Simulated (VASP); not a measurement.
# BP (P6_3/mmc) in VASP: further runs

Aim: see how the results for BP move with the level of theory and the settings. Levels: HSE06, PBE-based screened hybrid, PBE. Tasks: single point.

All numbers are computed with VASP 6.6.1; they aren't measurements. Logs are shortened: lines on timing, memory, paths and dates and some standing lists are left out, and cuts for length are marked.

## 1. The cell of the first run

It takes space group P6_3/mmc (No. 194, hexagonal). The conventional cell has a = 3.080 Å, b = 3.080 Å, c = 5.015 Å, α = 90.00°, β = 90.00°, γ = 120.00°. B (site symmetry -3m) has 6 P at 2.18 Å and 2 B at 2.51 Å within 2.9 Å. Within 2.9 Å of P (site symmetry -6m2) lie 6 B at 2.18 Å.

## 2. Single point, HSE06

File POSCAR:

```
BP
1.0
    3.0799086887      0.0000000000      0.0000000000
   -1.5399543444      2.6672791658      0.0000000000
    0.0000000000      0.0000000000      5.0145727567
B P
2 2
Direct
    0.0000000000      0.0000000000      0.0000000000
    0.0000000000      0.0000000000      0.5000000000
    0.3333333333      0.6666666667      0.2500000000
    0.6666666667      0.3333333333      0.7500000000
```

File INCAR.step1:

```
SYSTEM = BP
PREC = Accurate
ENCUT = 520
EDIFF = 1E-5
ISMEAR = -1
SIGMA = 0.02
LREAL = .False.
LASPH = .True.
NELM = 80
ALGO = Normal
ISIF = 2
LWAVE = .True.
GGA = PE
NBANDS = 16
```

File INCAR.step2:

```
SYSTEM = BP
PREC = Accurate
ENCUT = 520
EDIFF = 1E-7
ISMEAR = -1
SIGMA = 0.02
LREAL = .False.
LASPH = .True.
NELM = 80
ALGO = Normal
ISIF = 2
LWAVE = .False.
LCHARG = .True.
GGA = PE
LHFCALC = .True.
HFSCREEN = 0.2079
PRECFOCK = Normal
LELF = .True.
LVHAR = .True.
ISTART = 1
NBANDS = 16
```

File KPOINTS:

```
Automatic mesh
0
Gamma
  6 6 2
  0 0 0
```

Potentials or basis: VASP PAW PBE potentials, release 64 (B, P).

The run is started by

```console
> cat potpaw_PBE.64/B/POTCAR potpaw_PBE.64/P/POTCAR > POTCAR
> cp INCAR.step1 INCAR
> mpirun -np 1 vasp_std > vasp.out
> cp INCAR.step2 INCAR
> mpirun -np 1 vasp_std > vasp.out
```

OUTCAR:

```text
SYSTEM = BP
   PREC = Accurate
   ENCUT = 520
   EDIFF = 1E-7
   ISMEAR = -1
   LREAL = .False.
   LASPH = .True.
   NELM = 80
   ISIF = 2
   GGA = PE
   LHFCALC = .True.
   HFSCREEN = 0.2079
   PRECFOCK = Normal
   ISTART = 1

 ion  position               nearest neighbor table
   1  0.000  0.000  0.000-   3 2.18   4 2.18   4 2.18   3 2.18   4 2.18   3 2.18
   2  0.000  0.000  0.500-   3 2.18   4 2.18   4 2.18   3 2.18   4 2.18   3 2.18
   3  0.333  0.667  0.250-   1 2.18   2 2.18   1 2.18   2 2.18   1 2.18   2 2.18
   4  0.667  0.333  0.750-   1 2.18   2 2.18   1 2.18   2 2.18   1 2.18   2 2.18

  LATTYP: Found a hexagonal cell.
 ALAT       =     3.0799086887
 C/A-ratio  =     1.6281563071

  Lattice vectors:

 A1 = (   3.0799086887,   0.0000000000,   0.0000000000)
 A2 = (  -1.5399543444,   2.6672791658,   0.0000000000)
 A3 = (   0.0000000000,   0.0000000000,   5.0145727567)

Analysis of symmetry for initial positions (statically):
=====================================================================
 Subroutine PRICEL returns:
 Original cell was already a primitive cell.

 Routine SETGRP: Setting up the symmetry group for a
 hexagonal supercell.

 Subroutine GETGRP returns: Found 24 space group operations
 (whereof 12 operations were pure point group operations)
 out of a pool of 24 trial point group operations.

The static configuration has the point symmetry D_3d.
 The point group associated with its full space group is D_6h.

Analysis of symmetry for dynamics (positions and initial velocities):
=====================================================================
 Subroutine PRICEL returns:
 Original cell was already a primitive cell.

 Routine SETGRP: Setting up the symmetry group for a
 hexagonal supercell.

 Subroutine GETGRP returns: Found 24 space group operations
 (whereof 12 operations were pure point group operations)
 out of a pool of 24 trial point group operations.

The dynamic configuration has the point symmetry D_3d.
 The point group associated with its full space group is D_6h.

 Subroutine INISYM returns: Found 24 space group operations
 (whereof 12 operations are pure point group operations),
 and found     1 'primitive' translations

----------------------------------------------------------------------------------------

                                     Primitive cell

  volume of cell :      41.1946

  direct lattice vectors                    reciprocal lattice vectors
     3.079908689  0.000000000  0.000000000     0.324684950  0.187456944  0.000000000
    -1.539954344  2.667279166  0.000000000     0.000000000  0.374913887  0.000000000
     0.000000000  0.000000000  5.014572757     0.000000000  0.000000000  0.199418784

  length of vectors
     3.079908689  3.079908689  5.014572757     0.374913887  0.374913887  0.199418784

  position of ions in fractional coordinates (direct lattice)
     0.000000000  0.000000000  0.000000000
     0.000000000  0.000000000  0.500000000
     0.333333333  0.666666667  0.250000000
     0.666666667  0.333333333  0.750000000

  ion indices of the primitive-cell ions
   primitive index   ion index
                 1           1
                 2           2
                 3           3
                 4           4

----------------------------------------------------------------------------------------

 KPOINTS: Automatic mesh

Automatic generation of k-mesh.
 Grid dimensions read from file:
 generate k-points for:    6    6    2

 Generating k-lattice:

  Cartesian coordinates                     Fractional coordinates (reciprocal lattice)
     0.054114158  0.031242824  0.000000000     0.166666667  0.000000000  0.000000000
     0.000000000  0.062485648  0.000000000     0.000000000  0.166666667  0.000000000
     0.000000000  0.000000000  0.099709392     0.000000000  0.000000000  0.500000000

  Length of vectors
     0.062485648  0.062485648  0.099709392

  Shift w.r.t. Gamma in fractional coordinates (k-lattice)
     0.000000000  0.000000000  0.000000000

 Subroutine IBZKPT returns following result:
 ===========================================

 Found     14 irreducible k-points:

 Following reciprocal coordinates:
            Coordinates               Weight
  0.000000  0.000000  0.000000      1.000000
  0.166667  0.000000  0.000000      6.000000
  0.333333  0.000000  0.000000      6.000000
  0.500000  0.000000  0.000000      3.000000
  0.166667  0.166667  0.000000      6.000000
  0.333333  0.166667  0.000000     12.000000
  0.333333  0.333333  0.000000      2.000000
  0.000000  0.000000  0.500000      1.000000
  0.166667  0.000000  0.500000      6.000000
  0.333333  0.000000  0.500000      6.000000
  0.500000  0.000000  0.500000      3.000000
  0.166667  0.166667  0.500000      6.000000
  0.333333  0.166667  0.500000     12.000000
  0.333333  0.333333  0.500000      2.000000
   k-points           NKPTS =     14   k-points in BZ     NKDIM =     72   number of bands    NBANDS=     16
   number of dos      NEDOS =    301   number of ions     NIONS =      4
   total plane-waves  NPLWV =  23040
   dimension x,y,z NGX =    24 NGY =   24 NGZ =   40
   dimension x,y,z NGXF=    48 NGYF=   48 NGZF=   80
   ions per type =               2   2
   NGX,Y,Z   is equivalent  to a cutoff of  12.95, 12.95, 13.26 a.u.
   NGXF,Y,Z  is equivalent  to a cutoff of  25.91, 25.91, 26.52 a.u.
 SYSTEM =  BP
   PREC   = accura    normal or accurate (medium, high low for compatibility)
   ISTART =      1    job   : 0-new  1-cont  2-samecut
   ICHARG =      0    charge: 1-file 2-atom 10-const
   ISPIN  =      1    spin polarized calculation?
   LNONCOLLINEAR =      F non collinear calculations
   LSORBIT =      F    spin-orbit coupling
   LASPH  =      T    aspherical Exc in radial PAW
   ENCUT  =  520.0 eV  38.22 Ry    6.18 a.u.   5.73  5.73  9.32*2*pi/ulx,y,z
   NELM   =     80;   NELMIN=  2; NELMDL=  0     # of ELM steps
   EDIFF  = 0.1E-06   stopping-criterion for ELM
   LREAL  =      F    real-space projection
   EDIFFG = 0.1E-05   stopping-criterion for IOM
   NSW    =      0    number of steps for IOM
   IBRION =     -1    ionic relax: 0-MD 1-quasi-New 2-CG
   NFREE  =      0    steps in history (QN), initial steepest desc. (CG)
   ISIF   =      2    stress and relaxation
   ISYM   =      3    0-nonsym 1-usesym 2-fastsym
   POTIM  = 0.5000    time-step for ionic-motion
   TEBEG  =    0.0;   TEEND  =   0.0 temperature during run
   PSTRESS=    0.0 pullay stress
   NELECT =      16.0000    total number of electrons
   NUPDOWN=      -1.0000    fix difference up-down
   EMIN   =  10.00;   EMAX   =-10.00  energy-range for DOS
   EFERMI =   0.00;   METHOD = LEGACY
   ISMEAR =    -1;   SIGMA  =   0.02  broadening in eV -4-tet -1-fermi 0-gaus
   EFERMI_NEDOS =   21; number of points for ismear=-14 and -15
   IALGO  =     38    algorithm
   IMIX   =      1    mixing-type and parameters
     AMIX     =   0.40;   BMIX     =  1.00
     AMIX_MAG =   1.60;   BMIX_MAG =  1.00
  volume/ion in A,a.u.               =      10.30        69.50
  Fermi-wavevector in a.u.,A,eV,Ry     =   1.194450  2.257184 19.411588  1.426711
  Thomas-Fermi vector in A             =   2.330440
   LORBIT       =      0    0 simple, 1 ext, 2 COOP (PROOUT), +10 PAW based schemes
   GGA     = PE    functional components
   LHFCALC =     T    Hartree Fock is set to
   PRECFOCK=normal    Normal, Fast or Accurate (Low or Medium for compatibility)
   ENCUT4O =  -1.0   cutoff for four orbital integrals eV
   NKREDX  =     1    reduce k-point grid by
   NKREDY  =     1    reduce k-point grid by
   NKREDZ  =     1    reduce k-point grid by
   AEXX    =    0.2500 exact exchange contribution
   HFSCREEN=    0.2079 screening length (either q_TF or 0.3 A-1)
   HFSCREENC=   0.2079 screening length for correlation (either q_TF or 0.3 A-1)
   ENCUTFOCK=  -1.0 apply spherical cutoff to Coloumb kernel
   IVDW    =     0    specifies the selected vdW correction
   LEPSILON=     F    determine dielectric tensor
   LRPA    =     F    only Hartree local field effects (RPA)
 non-spin polarized calculation
  energy-cutoff  :      520.00
  volume of cell :       41.19
 maximum number of plane-waves:      1124
 NGX is ok and might be reduce to    24
  NGX = 18; NGY = 18; NGZ = 30

 number of electron      15.9999997 magnetization

 Free energy of the ion-electron system (eV)
  ---------------------------------------------------
  ext. energy  EPLUGINS =         0.00000000
  ---------------------------------------------------
  free energy    TOTEN  =       -24.43091684 eV

  energy without entropy =      -24.42841219  energy(sigma->0) =      -24.42966451

 E-fermi :   9.7992     XC(G=0):  -9.7049

 val. band max:        9.2532182070   @ k =   0.5000   0.0000   0.5000
 cond. band min:       9.8111764310   @ k =   0.3333   0.3333   0.5000
 fundamental gap:      0.5579582240
 Fermi energy:         9.7992324389

 k-point     1 :       0.0000    0.0000    0.0000
  band No.  band energies     occupation
      1      -9.4297      2.00000
      2      -4.6092      2.00000
      3      -2.5107      2.00000
      4       7.9051      2.00000
      5       7.9051      2.00000
      6      10.2838      0.00000
[... 8 lines left out ...]
     15      17.7108      0.00000
     16      19.0229      0.00000

 k-point     2 :       0.1667    0.0000    0.0000
  band No.  band energies     occupation
      1      -8.8639      2.00000
      2      -4.0667      2.00000
      3      -1.9721      2.00000
      4       4.5587      2.00000
      5       6.4673      2.00000
      6       8.3657      2.00000
[... 8 lines left out ...]
     15      17.2463      0.00000
     16      18.5891      0.00000

 k-point     3 :       0.3333    0.0000    0.0000
  band No.  band energies     occupation
      1      -7.1830      2.00000
      2      -2.7330      2.00000
      3      -0.3611      2.00000
      4       0.2805      2.00000
      5       4.5209      2.00000
      6       4.9695      2.00000
[... 8 lines left out ...]
     15      19.5232      0.00000
     16      22.1160      0.00000
[... 172 lines left out ...]
 k-point    13 :       0.3333    0.1667    0.5000
  band No.  band energies     occupation
      1      -4.2411      2.00000
      2      -4.2411      2.00000
      3      -0.4490      2.00000
      4      -0.4490      2.00000
      5       3.0876      2.00000
      6       3.0876      2.00000
[... 8 lines left out ...]
     15      20.2986      0.00000
     16      20.2986      0.00000

 k-point    14 :       0.3333    0.3333    0.5000
  band No.  band energies     occupation
      1      -2.6276      2.00000
      2      -2.6276      2.00000
      3      -1.1118      2.00000
      4      -1.1118      2.00000
      5       0.6733      2.00000
      6       0.6733      2.00000
[... 8 lines left out ...]
     15      19.6739      0.00000
     16      19.6739      0.00000

------------------------ aborting loop because EDIFF is reached ----------------------------------------

  FORCE on cell =-STRESS in cart. coord.  units (eV):
  Direction    XX          YY          ZZ          XY          YZ          ZX
  --------------------------------------------------------------------------------------
  -------------------------------------------------------------------------------------
  Total       -0.6653630     -0.6653630     -0.5350839      0.0000000      0.0000000      0.0000000
  in kB      -25.8778957    -25.8778957    -20.8109645      0.0000000      0.0000000      0.0000000
  external PRESSURE =     -24.1889186 kB  Pullay stress =       0.0000000 kB

 VOLUME and BASIS-vectors are now :
 -----------------------------------------------------------------------------
  energy-cutoff  :      520.00
  volume of cell :       41.19
      direct lattice vectors                 reciprocal lattice vectors
     3.079908689  0.000000000  0.000000000     0.324684950  0.187456944  0.000000000
    -1.539954344  2.667279166  0.000000000     0.000000000  0.374913887  0.000000000
     0.000000000  0.000000000  5.014572757     0.000000000  0.000000000  0.199418784

 POSITION                                       TOTAL-FORCE (eV/Angst)
 -----------------------------------------------------------------------------------
      0.00000      0.00000      0.00000        -0.000000      0.000000      0.000000
      0.00000      0.00000      2.50729         0.000000      0.000000      0.000000
     -0.00000      1.77819      1.25364         0.000000      0.000000      0.000000
      1.53995      0.88909      3.76093        -0.000000      0.000000     -0.000000
 -----------------------------------------------------------------------------------
    total drift:                               -0.000001     -0.000001      0.000007

  FREE ENERGIE OF THE ION-ELECTRON SYSTEM (eV)
  ---------------------------------------------------
  free  energy   TOTEN  =       -24.4309168428 eV

  energy  without entropy=      -24.4284121850  energy(sigma->0) =      -24.42966451
```

Wall time 6.4 min (1 thread of Intel Xeon Platinum 8488C (Sapphire Rapids), shared host); peak memory 0.25 GiB.

Results:

```yaml
Free_energy: -24.4309 eV
Pressure: -2.4 GPa
Band_gap_on_the_k_mesh: zero (band 8 reaches 11.28 eV, above the bottom of band 9 at 4.50 eV)
```

Levels at points of the mesh, in eV from the Fermi level:
```tsv
k point	band 6	band 7	band 8	band 9	band 10	band 11
(0.00, 0.00, 0.00)	0.48	0.81	0.81	3.12	3.12	4.72
(0.50, 0.00, 0.00)	-7.04	-5.36	0.49	0.79	0.93	2.96
(0.00, 0.00, 0.50)	-0.72	-0.72	-0.72	3.85	3.85	3.85
(0.50, 0.00, 0.50)	-3.84	-2.62	-2.62	-0.55	-0.55	3.07
```

Caveat: the k points lie up to 0.63 Å⁻¹ apart; the PAW data sets were made with another functional, which shifts forces and pressure a little.

## 3. Single point, PBE-based screened hybrid

POSCAR is that of step 2.

File INCAR.step1:

```
SYSTEM = BP
  PREC = Accurate
  ENCUT = 520
  EDIFF = 1E-5
  ISMEAR = -1
  SIGMA = 0.02
  LREAL = .FALSE.
  LASPH = .TRUE.
  NELM = 100
  ALGO = Normal
  ISIF = 2
  LWAVE = .TRUE.
  LCHARG = .FALSE.
  NBANDS = 16
  GGA = PE
```

File INCAR.step2:

```
SYSTEM = BP
  PREC = Accurate
  ENCUT = 520
  EDIFF = 1E-7
  ISMEAR = -1
  SIGMA = 0.02
  LREAL = .FALSE.
  LASPH = .TRUE.
  NELM = 100
  ALGO = Normal
  ISIF = 2
  LWAVE = .FALSE.
  LCHARG = .FALSE.
  GGA = PE
  LHFCALC = .TRUE.
  AEXX = 0.05
  HFSCREEN = 0.3
  PRECFOCK = Normal
  NBANDS = 16
  ISTART = 1
```

File KPOINTS:

```
regular mesh
0
G
  6 6 2
  0 0 0
```

Potentials or basis: VASP PAW PBE potentials, release 64 (B, P).

The run is started by

```console
> cat potpaw_PBE.64/B/POTCAR potpaw_PBE.64/P/POTCAR > POTCAR
> cp INCAR.step1 INCAR
> mpirun -np 1 vasp_std > vasp.out
> cp INCAR.step2 INCAR
> mpirun -np 1 vasp_std > vasp.out
```

OUTCAR:

```text
SYSTEM = BP
   PREC = Accurate
   ENCUT = 520
   EDIFF = 1E-7
   ISMEAR = -1
   LREAL = .FALSE.
   LASPH = .TRUE.
   NELM = 100
   ISIF = 2
   GGA = PE
   LHFCALC = .TRUE.
   AEXX = 0.05
   HFSCREEN = 0.3
   PRECFOCK = Normal
   ISTART = 1

 ion  position               nearest neighbor table
   1  0.000  0.000  0.000-   3 2.18   4 2.18   4 2.18   3 2.18   4 2.18   3 2.18
   2  0.000  0.000  0.500-   3 2.18   4 2.18   4 2.18   3 2.18   4 2.18   3 2.18
   3  0.333  0.667  0.250-   1 2.18   2 2.18   1 2.18   2 2.18   1 2.18   2 2.18
[... 465 lines left out ...]
  Direction    XX          YY          ZZ          XY          YZ          ZX
  --------------------------------------------------------------------------------------
  -------------------------------------------------------------------------------------
  Total        0.0079358      0.0079358      0.2740021     -0.0000000      0.0000000     -0.0000000
  in kB        0.3086477      0.3086477     10.6567364     -0.0000000      0.0000000     -0.0000000
  external PRESSURE =       3.7580106 kB  Pullay stress =       0.0000000 kB

 VOLUME and BASIS-vectors are now :
 -----------------------------------------------------------------------------
  energy-cutoff  :      520.00
  volume of cell :       41.19
      direct lattice vectors                 reciprocal lattice vectors
     3.079908689  0.000000000  0.000000000     0.324684950  0.187456944  0.000000000
    -1.539954344  2.667279166  0.000000000     0.000000000  0.374913887  0.000000000
     0.000000000  0.000000000  5.014572757     0.000000000  0.000000000  0.199418784

 POSITION                                       TOTAL-FORCE (eV/Angst)
 -----------------------------------------------------------------------------------
      0.00000      0.00000      0.00000        -0.000000     -0.000000      0.000000
      0.00000      0.00000      2.50729         0.000000     -0.000000      0.000000
     -0.00000      1.77819      1.25364        -0.000000      0.000000      0.000000
      1.53995      0.88909      3.76093        -0.000000     -0.000000      0.000000
 -----------------------------------------------------------------------------------
    total drift:                                0.000000      0.000000     -0.000000

  FREE ENERGIE OF THE ION-ELECTRON SYSTEM (eV)
  ---------------------------------------------------
  free  energy   TOTEN  =       -21.7829578807 eV

  energy  without entropy=      -21.7801917108  energy(sigma->0) =      -21.78157480
```

OUTCAR.step1:

```text
SYSTEM = BP
   PREC = Accurate
   ENCUT = 520
   EDIFF = 1E-5
   ISMEAR = -1
   LREAL = .FALSE.
   LASPH = .TRUE.
[... 484 lines left out ...]
      0.00000      0.00000      2.50729        -0.000000      0.000000     -0.000000
     -0.00000      1.77819      1.25364         0.000000      0.000000      0.000000
      1.53995      0.88909      3.76093         0.000000     -0.000000     -0.000000
 -----------------------------------------------------------------------------------
    total drift:                               -0.000000      0.000000      0.000000

  FREE ENERGIE OF THE ION-ELECTRON SYSTEM (eV)
  ---------------------------------------------------
  free  energy   TOTEN  =       -21.2862266437 eV

  energy  without entropy=      -21.2834590404  energy(sigma->0) =      -21.28484284
```

Run time: 5.3 min. Hardware: 1 thread of Intel Xeon Platinum 8488C (Sapphire Rapids), shared host; peak memory 0.24 GiB.

Results:

* Free energy: -21.7830 eV
* Pressure: 0.4 GPa
* Band gap on the k mesh: zero (band 8 reaches 11.05 eV, above the bottom of band 9 at 5.18 eV)

Stress tensor (GPa, compression positive):
```
0.03 0.00 0.00
0.00 0.03 0.00
0.00 0.00 1.07
```

Caveat: the k points lie up to 0.63 Å⁻¹ apart; the PAW data sets were made with another functional, which shifts forces and pressure a little.

## 4. Single point, PBE

File INCAR:

```
SYSTEM = BP
PREC = Accurate
ENCUT = 500
EDIFF = 1E-6
ISMEAR = -1
SIGMA = 0.02
LREAL = .FALSE.
LASPH = .TRUE.
NELM = 120
ALGO = Normal
ISIF = 2
LWAVE = .FALSE.
LCHARG = .FALSE.
GGA = PE
NBANDS = 16
GGA_COMPAT = .FALSE.
```

File KPOINTS:

```
regular mesh
0
G
  3 3 3
  0 0 0
```

POSCAR is that of step 3.

The run is started by

```console
> cat potpaw_PBE.64/B/POTCAR potpaw_PBE.64/P/POTCAR > POTCAR
> mpirun -np 1 vasp_std > vasp.out
```

Run time: 2.8 s. Hardware: 1 thread of Intel Xeon 6975P-C (Granite Rapids), shared host; peak memory 0.14 GiB.

It converged, with:

| Quantity | Value |
| --- | --- |
| Free energy | -20.4544 eV |
| Pressure | 3.9 GPa |
| Band gap on the k mesh | zero (band 8 reaches 10.65 eV, above the bottom of band 9 at 5.35 eV) |

Stress tensor (GPa, compression positive):
```
-0.76  0.00  0.00
 0.00 -0.76  0.00
 0.00  0.00 13.35
```

Levels at points of the mesh, in eV from the Fermi level:
| k point | band 4 | band 5 | band 6 | band 7 | band 8 | band 9 | band 10 | band 11 | band 12 | band 13 |
| --- | --- | --- | --- | --- | --- | --- | --- | --- | --- | --- |
| (0.00, 0.00, 0.00) | -1.30 | -1.30 | 0.51 | 0.92 | 0.92 | 2.88 | 2.88 | 4.29 | 4.43 | 5.76 |

Caveat: the k points lie up to 0.79 Å⁻¹ apart.

(Continued in part 2 of 2.)
